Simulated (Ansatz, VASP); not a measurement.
One calculation of HfOs, two programs

```
Hf Os
1.0
     3.23900    0.00000    0.00000
     0.00000    3.23900    0.00000
     0.00000    0.00000    3.23900
Hf Os
1 1
Direct
  0.00000 0.00000 0.00000
  0.50000 0.50000 0.50000
```

Alike in both runs: task single point; functional PBEsol; k mesh 9 × 9 × 9; occupations fermi-dirac, width 0.05 eV; no spin polarisation.

|  | VASP | Ansatz |
| --- | --- | --- |
| version | VASP 6.6.1 | Ansatz 0.2.0 |
| potentials or method | VASP PAW PBE potentials, release 64 (Hf_pv, Os), cutoff 520 eV | all-electron LAPW, scalar-relativistic |

VASP gave:

| Property | Result |
| --- | --- |
| pressure (GPa) | -3.8 |

What did Ansatz give for the same quantities?

Pressure (GPa): -2.8.

VASP's potentials were made for PBE, not for PBEsol. Ansatz ran all-electron here, and VASP with PAW potentials.

Neither program's run includes spin-orbit coupling.
